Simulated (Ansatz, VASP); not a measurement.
**Ca: VASP beside Ansatz**

```
CELL_PARAMETERS angstrom
0.00000 2.79420 2.79420
2.72435 0.00000 2.79420
2.72435 2.79420 0.00000
ATOMIC_POSITIONS crystal
Ca 0.00000 0.00000 0.00000
```

Change from the starting cell: strain -0.0250 x Voigt [1, 0, 0, 0, 0, 0], atoms carried along.

Alike in both runs: task single point; functional PBEsol; k mesh 14 × 14 × 14; occupations gaussian, width 0.15 eV; no spin polarisation.

```csv
,VASP,Ansatz
version,VASP 6.6.1,Ansatz 0.2.0
potentials or method,"VASP PAW PBE potentials, release 64 (Ca_sv), cutoff 520 eV","scalar-relativistic, plane waves, PAW"
valence electrons in the cell,10,10
```

```tsv
	VASP	Ansatz	Ansatz less VASP
gap on the k mesh at the Fermi level (eV)	none	none	-
pressure (GPa)	-0.8	-0.8	-0.03
traceless stress, the component that is largest in VASP (GPa)	0.11	0.11	0.000
```

VASP's potentials were made for PBE, not for PBEsol. A gap of «none» marks a metal or a gap that the smearing closes.
